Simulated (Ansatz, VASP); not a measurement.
**Two plane-wave programs on Zn4S**

```xyz
5
Lattice="-2.8943 2.8943 2.8943 2.8943 -2.8943 2.8943 2.8943 2.8943 -2.8943" Properties=species:S:1:pos:R:3 pbc="T T T"
Zn    1.4472    1.4472    1.4472
Zn    1.4472    1.4472   -1.4472
Zn    1.4472   -1.4472    1.4472
Zn   -1.4472    1.4472    1.4472
S     0.0000    0.0000    0.0000
```

Alike in both runs: functional PBE; k mesh 4 × 4 × 4; occupations gaussian, width 0.1 eV; no spin polarisation.

Ansatz relaxed the structure, and its values are those at the end. VASP's run is a single point on that final structure, the one shown.

```csv
,VASP,Ansatz
version,VASP 6.6.1,Ansatz 0.2.0
potentials or method,"VASP PAW PBE potentials, release 64 (Zn, S), cutoff 520 eV","scalar-relativistic, plane waves, PAW"
valence electrons in the cell,54,54
```

|  | VASP | Ansatz | Ansatz less VASP |
| --- | --- | --- | --- |
| gap on the k mesh at the Fermi level (eV) | none | none | - |
| pressure (GPa) | 0.2 | 0.0 | -0.17 |

A gap of «none» marks a metal or a gap that the smearing closes.

The k mesh is coarse, so the values compare programs but aren't converged.
